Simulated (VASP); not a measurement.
Write the native input for VASP 6.6.1 that does the following.

```yaml
Task: single point
Functional: PBE
Potentials_or_basis: VASP PAW PBE potentials, release 64 (Fe)
Cutoff: 520 eV
k_mesh: 6 × 12 × 12
Occupations: gaussian, width 0.1 eV
Spin: collinear spin, ferromagnetic start
Starting_moments: "[2.6, 2.6] μB"
Dipole_correction: no
Further_INCAR_settings: ALGO = Normal; EDIFF = 1e-06; NBANDS = 19
```

The structure of Fe lies in POSCAR:

```
Fe
1.0
    0.0000000000      3.5570000000      3.5570000000
    1.7785000000      0.0000000000      1.7785000000
    1.7785000000      1.7785000000      0.0000000000
Fe
2
Direct
    0.0000000000      0.0000000000      0.0000000000
    0.5000000000      0.0000000000      0.0000000000
```

This isn't the form of Fe at room conditions, which is bcc.

These files were run (other wordings do the same):

INCAR

```
PREC = Accurate
ENCUT = 520
EDIFF = 1E-6
ISMEAR = 0
SIGMA = 0.1
LREAL = False
LASPH = True
NELM = 150
ALGO = Normal
ISIF = 2
LWAVE = False
LCHARG = True
ISPIN = 2
MAGMOM = 2.6 2.6
LORBIT = 11
LMAXMIX = 4
GGA = PE
LELF = True
LVHAR = True
NBANDS = 19
```

KPOINTS

```
regular mesh
0
Gamma
  6 12 12
```

Potentials or basis: VASP PAW PBE potentials, release 64 (Fe).

Run with:

```sh
$ cat potpaw_PBE.64/Fe/POTCAR > POTCAR
$ mpirun -np 1 vasp_std > vasp.out
```

Results of the run:

```json
{"Pressure": "-10.3 GPa", "Net moment": "2.76 μB per cell", "Site moments": "Fe +1.37 μB", "Valence electrons inside the program's atomic spheres": "Fe 7.28"}
```

Caveat: the cell stands under tension.

Wall time 69 s on 1 thread of Intel Xeon 8259CL (shared host), peak memory 0.2 GiB.
